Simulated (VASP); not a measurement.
Input of a VASP 6.6.1 run:

The input POSCAR:

```
Zr
1.0
    0.0000000000      2.9943327135      2.9943327135
    2.9943327135      0.0000000000      2.9943327135
    2.9943327135      2.9943327135      0.0000000000
Zr
2
Direct
    0.5000000000      0.5000000000      0.5000000000
    0.7500000000      0.7500000000      0.7500000000
```

The input INCAR.step1:

```
SYSTEM = Zr
PREC = Accurate
ENCUT = 600
ISMEAR = 0
SIGMA = 0.1
LREAL = .FALSE.
LASPH = .TRUE.
NELM = 60
GGA = PE
ALGO = Normal
EDIFF = 1E-4
LWAVE = .TRUE.
LCHARG = .FALSE.
```

Contents of INCAR.step2:

```
SYSTEM = Zr
PREC = Accurate
ENCUT = 600
EDIFF = 1E-7
ISMEAR = 0
SIGMA = 0.1
LREAL = .FALSE.
LASPH = .TRUE.
NELM = 60
ALGO = Normal
ISIF = 3
LWAVE = .FALSE.
LCHARG = .FALSE.
METAGGA = R2SCAN
LMIXTAU = .TRUE.
IBRION = 2
NSW = 90
EDIFFG = -0.04
ISTART = 1
```

The input KPOINTS:

```
Automatic mesh
0
G
  6 6 6
  0 0 0
```

Potentials or basis: VASP PAW PBE potentials, release 64 (Zr_sv).

Command:

```bash
$ cat potpaw_PBE.64/Zr_sv/POTCAR > POTCAR
$ cp INCAR.step1 INCAR
$ mpirun -np 1 vasp_std > vasp.out
$ cp INCAR.step2 INCAR
$ mpirun -np 1 vasp_std > vasp.out
```

Task: Estimate the space group after relaxing (to 0.05 Å).

Result: Fd-3m (No. 227).

Task: What does it give for the band gap on the k mesh?

Result: Zero (band 12 reaches 6.09 eV, above the bottom of band 13 at 5.84 eV).

Task: What does it give for the relaxed cell?

Result: a = 4.381 Å, b = 4.381 Å, c = 4.381 Å, α = 60.00°, β = 60.00°, γ = 60.00°.

Final structure:
```cif
data_structure
_symmetry_space_group_name_H-M 'P 1'
_symmetry_Int_Tables_number 1
_cell_length_a 4.3813
_cell_length_b 4.3813
_cell_length_c 4.3813
_cell_angle_alpha 60.000
_cell_angle_beta 60.000
_cell_angle_gamma 60.000
_cell_volume 59.47
loop_
_atom_site_label
_atom_site_type_symbol
_atom_site_fract_x
_atom_site_fract_y
_atom_site_fract_z
_atom_site_occupancy
Zr1 Zr 0.50000 0.50000 0.50000 1
Zr2 Zr 0.75000 0.75000 0.75000 1
```
